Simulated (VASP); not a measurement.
Input of a VASP 6.6.1 run:

Contents of INCAR:

```
SYSTEM = BaTiO3
  ALGO = Normal
  EDIFF = 1E-6
  ENCUT = 520
  GGA = PE
  ISIF = 2
  ISMEAR = 0
  LASPH = .TRUE.
  LCHARG = .FALSE.
  LREAL = .FALSE.
  LWAVE = .FALSE.
  NBANDS = 28
  NELM = 100
  PREC = Accurate
  SIGMA = 0.05
```

Contents of KPOINTS:

```
k-points
0
G
  8 8 8
  0 0 0
```

File POSCAR:

```
BaTiO3
1.0
    4.3407704104      0.0000000000      0.0000000000
    0.0000000000      4.3407704104      0.0000000000
    0.0000000000      0.0000000000      4.0192813204
Ba Ti O
1 1 3
Direct
    0.0000000000      0.0000000000      0.0000000000
    0.5000000000      0.5000000000      0.5000000000
    0.5000000000      0.5000000000      0.0000000000
    0.5000000000      0.0000000000      0.5000000000
    0.0000000000      0.5000000000      0.5000000000
```

Potentials or basis: VASP PAW PBE potentials, release 64 (Ba_sv, Ti_sv, O).

Run with:

```bash
$ cat potpaw_PBE.64/Ba_sv/POTCAR potpaw_PBE.64/Ti_sv/POTCAR potpaw_PBE.64/O/POTCAR > POTCAR
$ mpirun -np 1 vasp_std > vasp.out
```

Q: What does it give for the pressure?

A: -15.8 GPa.

Q: Predict the band gap on the k mesh.

A: 1.30 eV (least direct gap 1.55 eV).

Stress tensor (GPa, compression positive):
```
-18.35   0.00   0.00
  0.00 -18.35   0.00
  0.00   0.00 -10.83
```

Caveat: the cell differs from its parent crystal (strain +0.080 along x and y, +0.000 along z); the cell stands under tension; spin-orbit coupling is left out, which moves the levels of the heavy elements. A k mesh can miss the band edges.
